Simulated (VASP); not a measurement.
# K (Im-3m) in VASP: further runs

The runs below take K through single point, with r2SCANh+D4, r2SCANh.

Program: VASP 6.6.1. These are calculated values, not measurements. Logs are shortened: lines on timing, memory, paths and dates and some standing lists are left out, and cuts for length are marked.

### Step 1. The cell of the first run

It takes space group Im-3m (No. 229, cubic). Conventional cell: a = 5.395 Å, b = 5.395 Å, c = 5.395 Å, α = 90.00°, β = 90.00°, γ = 90.00°.

### Step 2. Single point, r2SCANh+D4

File POSCAR:

```
K
1.0
   -2.6975585167      2.6975585167      2.6975585167
    2.6975585167     -2.6975585167      2.6975585167
    2.6975585167      2.6975585167     -2.6975585167
K
1
Direct
    0.0000000000      0.0000000000      0.0000000000
```

File INCAR.step1:

```
SYSTEM = K
PREC     = Accurate       ! precision mode
ENCUT    = 440            ! plane-wave cutoff, eV
EDIFF    = 1E-5           ! SCF threshold, eV
ISMEAR   = -1             ! smearing method
SIGMA    = 0.01           ! smearing width, eV
LREAL    = .False.        ! projectors in reciprocal space
LASPH    = .True.         ! aspherical terms in the spheres
NELM     = 120            ! most SCF steps
ALGO     = Normal         ! electronic algorithm
ISIF     = 2              ! what is computed and relaxed
LWAVE    = .True.         ! write WAVECAR
LCHARG   = .False.        ! write CHGCAR
NBANDS   = 10             ! bands
GGA      = PE             ! functional
GGA_COMPAT= .False.
```

File INCAR.step2:

```
SYSTEM = K
PREC     = Accurate       ! precision mode
ENCUT    = 440            ! plane-wave cutoff, eV
EDIFF    = 1E-6           ! SCF threshold, eV
ISMEAR   = -1             ! smearing method
SIGMA    = 0.01           ! smearing width, eV
LREAL    = .False.        ! projectors in reciprocal space
LASPH    = .True.         ! aspherical terms in the spheres
NELM     = 120            ! most SCF steps
ALGO     = Normal         ! electronic algorithm
ISIF     = 2              ! what is computed and relaxed
LWAVE    = .False.        ! write WAVECAR
LCHARG   = .False.        ! write CHGCAR
METAGGA  = R2SCAN         ! meta-GGA
LHFCALC  = .True.         ! exact exchange
AEXX     = 0.1            ! exact-exchange fraction
LMIXTAU  = .True.       
PRECFOCK = Normal       
IVDW     = 13             ! dispersion correction
VDW_S6   = 1.0          
VDW_S8   = 0.8324       
VDW_A1   = 0.4944       
VDW_A2   = 5.9019       
NBANDS   = 10             ! bands
ISTART   = 1            
GGA_COMPAT= .False.
```

File KPOINTS:

```
Automatic mesh
0
Gamma
  5 5 5
  0 0 0
```

Potentials or basis: VASP PAW PBE potentials, release 64 (K_sv).

Command:

```
$ cat potpaw_PBE.64/K_sv/POTCAR > POTCAR
$ cp INCAR.step1 INCAR
$ mpirun -np 1 vasp_std > vasp.out
$ cp INCAR.step2 INCAR
$ mpirun -np 1 vasp_std > vasp.out
```

OUTCAR:

```text
SYSTEM = K
   PREC = Accurate
   ENCUT = 440
   EDIFF = 1E-6
   ISMEAR = -1
   LREAL = .False.
   LASPH = .True.
   NELM = 120
   ISIF = 2
   METAGGA = R2SCAN
   LHFCALC = .True.
   AEXX = 0.1
   PRECFOCK = Normal
   IVDW = 13
   ISTART = 1

 ion  position               nearest neighbor table
   1  0.000  0.000  0.000-

  LATTYP: Found a body centered cubic cell.
 ALAT       =     5.3951170334

  Lattice vectors:

 A1 = (  -2.6975585167,   2.6975585167,   2.6975585167)
 A2 = (   2.6975585167,  -2.6975585167,   2.6975585167)
 A3 = (   2.6975585167,   2.6975585167,  -2.6975585167)

Analysis of symmetry for initial positions (statically):
=====================================================================
 Subroutine PRICEL returns:
 Original cell was already a primitive cell.

 Routine SETGRP: Setting up the symmetry group for a
 body centered cubic supercell.

 Subroutine GETGRP returns: Found 48 space group operations
 (whereof 48 operations were pure point group operations)
 out of a pool of 48 trial point group operations.

The static configuration has the point symmetry O_h .

Analysis of symmetry for dynamics (positions and initial velocities):
=====================================================================
 Subroutine PRICEL returns:
 Original cell was already a primitive cell.

 Routine SETGRP: Setting up the symmetry group for a
 body centered cubic supercell.

 Subroutine GETGRP returns: Found 48 space group operations
 (whereof 48 operations were pure point group operations)
 out of a pool of 48 trial point group operations.

The dynamic configuration has the point symmetry O_h .

 Subroutine INISYM returns: Found 48 space group operations
 (whereof 48 operations are pure point group operations),
 and found     1 'primitive' translations

----------------------------------------------------------------------------------------

                                     Primitive cell

  volume of cell :      78.5186

  direct lattice vectors                    reciprocal lattice vectors
    -2.697558517  2.697558517  2.697558517     0.000000000  0.185352791  0.185352791
     2.697558517 -2.697558517  2.697558517     0.185352791  0.000000000  0.185352791
     2.697558517  2.697558517 -2.697558517     0.185352791  0.185352791  0.000000000

  length of vectors
     4.672308407  4.672308407  4.672308407     0.262128431  0.262128431  0.262128431

[... 75 lines left out ...]
   NUPDOWN=      -1.0000    fix difference up-down
   EMIN   =  10.00;   EMAX   =-10.00  energy-range for DOS
   EFERMI =   0.00;   METHOD = LEGACY
   ISMEAR =    -1;   SIGMA  =   0.01  broadening in eV -4-tet -1-fermi 0-gaus
   EFERMI_NEDOS =   21; number of points for ismear=-14 and -15
   IALGO  =     38    algorithm
   IMIX   =      1    mixing-type and parameters
     AMIX     =   0.40;   BMIX     =  1.00
     AMIX_MAG =   1.60;   BMIX_MAG =  1.00
  volume/ion in A,a.u.               =      78.52       529.87
  Fermi-wavevector in a.u.,A,eV,Ry     =   0.795240  1.502785  8.604411  0.632406
  Thomas-Fermi vector in A             =   1.901529
   LORBIT       =      0    0 simple, 1 ext, 2 COOP (PROOUT), +10 PAW based schemes
   METAGGA = R2SCAN    functional components
   LHFCALC =     T    Hartree Fock is set to
   PRECFOCK=normal    Normal, Fast or Accurate (Low or Medium for compatibility)
   ENCUT4O =  -1.0   cutoff for four orbital integrals eV
   NKREDX  =     1    reduce k-point grid by
   NKREDY  =     1    reduce k-point grid by
   NKREDZ  =     1    reduce k-point grid by
   AEXX    =    0.1000 exact exchange contribution
   HFSCREEN=    0.0000 screening length (either q_TF or 0.3 A-1)
   HFSCREENC=   0.0000 screening length for correlation (either q_TF or 0.3 A-1)
   ENCUTFOCK=  -1.0 apply spherical cutoff to Coloumb kernel
   IVDW    =    13    specifies the selected vdW correction
   LEPSILON=     F    determine dielectric tensor
   LRPA    =     F    only Hartree local field effects (RPA)
 non-spin polarized calculation
  energy-cutoff  :      440.00
  volume of cell :       78.52
 maximum number of plane-waves:      1658
  NGX = 24; NGY = 24; NGZ = 24

 number of electron       9.0000000 magnetization

 Free energy of the ion-electron system (eV)
  ---------------------------------------------------
  ext. energy  EPLUGINS =         0.00000000
  ---------------------------------------------------
  free energy    TOTEN  =        -5.59655561 eV

  energy without entropy =       -5.59417064  energy(sigma->0) =       -5.59536313

 E-fermi :  -0.0903     XC(G=0):  -5.2616

 val. band max:       -0.6577203475   @ k =   0.4000   0.0000   0.0000
 cond. band min:      -0.0824357100   @ k =  -0.4000   0.4000   0.2000
 fundamental gap:      0.5752846375
 Fermi energy:        -0.0903202836

 k-point     1 :       0.0000    0.0000    0.0000
  band No.  band energies     occupation
      1     -35.0710      2.00000
      2     -17.3046      2.00000
      3     -17.3046      2.00000
      4     -17.3046      2.00000
      5      -2.7207      2.00000
      6       4.8095      0.00000
      7       4.8095      0.00000
      8       4.8095      0.00000
      9       5.7537      0.00000
     10       5.7537      0.00000
[... 105 lines left out ...]
 k-point    10 :      -0.4000    0.4000    0.4000
  band No.  band energies     occupation
      1     -35.0659      2.00000
      2     -17.3435      2.00000
      3     -17.3402      2.00000
      4     -17.3402      2.00000
      5       1.1127      0.00000
      6       2.0656      0.00000
      7       3.5836      0.00000
      8       3.5836      0.00000
      9       3.8518      0.00000
     10       6.7102      0.00000

------------------------ aborting loop because EDIFF is reached ----------------------------------------

  DFT-D4 for vdW energy calculation

  Edisp (eV):   -0.02341

  FORCE on cell =-STRESS in cart. coord.  units (eV):
  Direction    XX          YY          ZZ          XY          YZ          ZX
  --------------------------------------------------------------------------------------
  -------------------------------------------------------------------------------------
  Total      -0.06118    -0.06118    -0.06118     0.00000     0.00000    -0.00000
  in kB      -1.24845    -1.24845    -1.24845     0.00000     0.00000    -0.00000
  external pressure =       -1.25 kB  Pullay stress =        0.00 kB

 VOLUME and BASIS-vectors are now :
 -----------------------------------------------------------------------------
  energy-cutoff  :      440.00
  volume of cell :       78.52
      direct lattice vectors                 reciprocal lattice vectors
    -2.697558517  2.697558517  2.697558517     0.000000000  0.185352791  0.185352791
     2.697558517 -2.697558517  2.697558517     0.185352791  0.000000000  0.185352791
     2.697558517  2.697558517 -2.697558517     0.185352791  0.185352791  0.000000000

 POSITION                                       TOTAL-FORCE (eV/Angst)
 -----------------------------------------------------------------------------------
      0.00000      0.00000      0.00000         0.000000      0.000000      0.000000
 -----------------------------------------------------------------------------------
    total drift:                                0.000000     -0.000000     -0.000000

  FREE ENERGIE OF THE ION-ELECTRON SYSTEM (eV)
  ---------------------------------------------------
  free  energy   TOTEN  =        -5.6199671356 eV

  energy  without entropy=       -5.6175821639  energy(sigma->0) =       -5.61877465
```

OUTCAR.step1:

```text
SYSTEM = K
   PREC = Accurate
   ENCUT = 440
   EDIFF = 1E-5
   ISMEAR = -1
   LREAL = .False.
[... 328 lines left out ...]

 POSITION                                       TOTAL-FORCE (eV/Angst)
 -----------------------------------------------------------------------------------
      0.00000      0.00000      0.00000         0.000000      0.000000     -0.000000
 -----------------------------------------------------------------------------------
    total drift:                                0.000000      0.000000     -0.000000

  FREE ENERGIE OF THE ION-ELECTRON SYSTEM (eV)
  ---------------------------------------------------
  free  energy   TOTEN  =        -1.0404136490 eV

  energy  without entropy=       -1.0380286773  energy(sigma->0) =       -1.03922116
```

Wall time 2.3 min (1 thread of Intel Xeon Platinum 8488C (Sapphire Rapids), shared host); peak memory 0.19 GiB.

What came out:

- Free energy: -5.6200 eV
- Pressure: -0.1 GPa
- Band gap on the k mesh: zero (an odd number of electrons rules out a gap without spin polarisation)
- Dispersion energy per atom: -0.023 eV

Levels at points of the mesh, in eV from the Fermi level:
```tsv
k point	band 1	band 2	band 3	band 4	band 5	band 6	band 7	band 8
(0.00, 0.00, 0.00)	-34.98	-17.21	-17.21	-17.21	-2.63	4.90	4.90	4.90
```

Caveat: the PAW data sets were made with another functional, which shifts forces and pressure a little.

### Step 3. Single point, r2SCANh

POSCAR is that of step 2.

File INCAR.step1:

```
SYSTEM = K
PREC     = Accurate       ! precision mode
ENCUT    = 440            ! plane-wave cutoff, eV
EDIFF    = 1E-5           ! SCF threshold, eV
ISMEAR   = -1             ! smearing method
SIGMA    = 0.05           ! smearing width, eV
LREAL    = .FALSE.        ! projectors in reciprocal space
LASPH    = .TRUE.         ! aspherical terms in the spheres
NELM     = 120            ! most SCF steps
ALGO     = Normal         ! electronic algorithm
ISIF     = 2              ! what is computed and relaxed
LWAVE    = .TRUE.         ! write WAVECAR
LCHARG   = .FALSE.        ! write CHGCAR
NBANDS   = 10             ! bands
GGA      = PE             ! functional
GGA_COMPAT= .FALSE.
```

File INCAR.step2:

```
SYSTEM = K
PREC     = Accurate       ! precision mode
ENCUT    = 440            ! plane-wave cutoff, eV
EDIFF    = 1E-6           ! SCF threshold, eV
ISMEAR   = -1             ! smearing method
SIGMA    = 0.05           ! smearing width, eV
LREAL    = .FALSE.        ! projectors in reciprocal space
LASPH    = .TRUE.         ! aspherical terms in the spheres
NELM     = 120            ! most SCF steps
ALGO     = Normal         ! electronic algorithm
ISIF     = 2              ! what is computed and relaxed
LWAVE    = .FALSE.        ! write WAVECAR
LCHARG   = .FALSE.        ! write CHGCAR
METAGGA  = R2SCAN         ! meta-GGA
LHFCALC  = .TRUE.         ! exact exchange
AEXX     = 0.1            ! exact-exchange fraction
LMIXTAU  = .TRUE.       
PRECFOCK = Normal       
NBANDS   = 10             ! bands
ISTART   = 1            
GGA_COMPAT= .FALSE.
```

File KPOINTS:

```
Automatic mesh
0
G
  5 5 5
  0 0 0
```

Potentials or basis: VASP PAW PBE potentials, release 64 (K_sv).

Command:

```
$ cat potpaw_PBE.64/K_sv/POTCAR > POTCAR
$ cp INCAR.step1 INCAR
$ mpirun -np 1 vasp_std > vasp.out
$ cp INCAR.step2 INCAR
$ mpirun -np 1 vasp_std > vasp.out
```

OUTCAR:

```text
SYSTEM = K
   PREC = Accurate
   ENCUT = 440
   EDIFF = 1E-6
   ISMEAR = -1
   LREAL = .FALSE.
   LASPH = .TRUE.
   NELM = 120
   ISIF = 2
   METAGGA = R2SCAN
   LHFCALC = .TRUE.
   AEXX = 0.1
   PRECFOCK = Normal
   ISTART = 1

 ion  position               nearest neighbor table
   1  0.000  0.000  0.000-

  LATTYP: Found a body centered cubic cell.
 ALAT       =     5.3951170334

  Lattice vectors:

 A1 = (  -2.6975585167,   2.6975585167,   2.6975585167)
 A2 = (   2.6975585167,  -2.6975585167,   2.6975585167)
 A3 = (   2.6975585167,   2.6975585167,  -2.6975585167)

Analysis of symmetry for initial positions (statically):
=====================================================================
 Subroutine PRICEL returns:
 Original cell was already a primitive cell.

 Routine SETGRP: Setting up the symmetry group for a
 body centered cubic supercell.

 Subroutine GETGRP returns: Found 48 space group operations
 (whereof 48 operations were pure point group operations)
[... 155 lines left out ...]

 val. band max:       -0.6577162768   @ k =   0.4000   0.0000   0.0000
 cond. band min:      -0.0824360720   @ k =  -0.4000   0.4000   0.2000
 fundamental gap:      0.5752802048
 Fermi energy:        -0.1218581808

 k-point     1 :       0.0000    0.0000    0.0000
  band No.  band energies     occupation
      1     -35.0710      2.00000
      2     -17.3046      2.00000
      3     -17.3046      2.00000
      4     -17.3046      2.00000
      5      -2.7207      2.00000
      6       4.8095      0.00000
      7       4.8095      0.00000
      8       4.8095      0.00000
      9       5.7537      0.00000
     10       5.7537      0.00000
[... 105 lines left out ...]
 k-point    10 :      -0.4000    0.4000    0.4000
  band No.  band energies     occupation
      1     -35.0659      2.00000
      2     -17.3435      2.00000
      3     -17.3402      2.00000
      4     -17.3402      2.00000
      5       1.1127      0.00000
      6       2.0656      0.00000
      7       3.5836      0.00000
      8       3.5836      0.00000
      9       3.8518      0.00000
     10       6.7102      0.00000

------------------------ aborting loop because EDIFF is reached ----------------------------------------

  FORCE on cell =-STRESS in cart. coord.  units (eV):
  Direction    XX          YY          ZZ          XY          YZ          ZX
  --------------------------------------------------------------------------------------
  -------------------------------------------------------------------------------------
  Total       -0.0386028     -0.0386028     -0.0386028     -0.0000000     -0.0000000      0.0000000
  in kB       -0.7876925     -0.7876925     -0.7876925     -0.0000000     -0.0000000      0.0000000
  external PRESSURE =      -0.7876925 kB  Pullay stress =       0.0000000 kB

 VOLUME and BASIS-vectors are now :
 -----------------------------------------------------------------------------
  energy-cutoff  :      440.00
  volume of cell :       78.52
      direct lattice vectors                 reciprocal lattice vectors
    -2.697558517  2.697558517  2.697558517     0.000000000  0.185352791  0.185352791
     2.697558517 -2.697558517  2.697558517     0.185352791  0.000000000  0.185352791
     2.697558517  2.697558517 -2.697558517     0.185352791  0.185352791  0.000000000

 POSITION                                       TOTAL-FORCE (eV/Angst)
 -----------------------------------------------------------------------------------
      0.00000      0.00000      0.00000         0.000000     -0.000000     -0.000000
 -----------------------------------------------------------------------------------
    total drift:                                0.000000     -0.000000     -0.000000

  FREE ENERGIE OF THE ION-ELECTRON SYSTEM (eV)
  ---------------------------------------------------
  free  energy   TOTEN  =        -5.6060958621 eV

  energy  without entropy=       -5.5941667069  energy(sigma->0) =       -5.60013128
```

Wall time 2.5 min (1 thread of Intel Xeon Platinum 8488C (Sapphire Rapids), shared host); peak memory 0.19 GiB.

Results:

```yaml
Free_energy: -5.6061 eV
Pressure: -0.1 GPa
Band_gap_on_the_k_mesh: zero (an odd number of electrons rules out a gap without spin polarisation)
```

Caveat: the PAW data sets were made with another functional, which shifts forces and pressure a little.
